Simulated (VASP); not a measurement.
Here is a VASP 6.6.1 calculation.

Contents of INCAR:

```
SYSTEM = Al
ALGO = Fast
EDIFF = 1E-6
ENCUT = 520
GGA = PE
ISIF = 2
ISMEAR = 0
IVDW = 12
LASPH = .TRUE.
LCHARG = .FALSE.
LREAL = .FALSE.
LWAVE = .FALSE.
NBANDS = 10
NELM = 100
PREC = Accurate
SIGMA = 0.15
```

The input KPOINTS:

```
k-points
0
G
  24 24 24
  0 0 0
```

The input POSCAR:

```
Al
1.0
    0.0000000000     -1.9913628294     -1.9913628294
   -1.9913628294      0.0000000000     -1.9913628294
    1.9913628294      1.9913628294     -3.9827256588
Al
2
Direct
    0.4978255459      0.4978255459      0.5065233622
    0.0021744541      0.0021744541     -0.0065233622
```

Potentials or basis: VASP PAW PBE potentials, release 64 (Al).

Command:

```sh
$ cat potpaw_PBE.64/Al/POTCAR > POTCAR
$ mpirun -np 1 vasp_std > vasp.out
```

Q: Estimate the largest force.

A: 0.358 eV/Å.

Q: Estimate the band gap on the k mesh.

A: Zero (bands 3 and 4 overlap by 6.05 eV).

Forces on the atoms (eV/Å):
```
Al  -0.207 -0.207  0.207
Al   0.207  0.207 -0.207
```

Caveat: the cell differs from its parent crystal (atoms displaced along a vibrational mode).
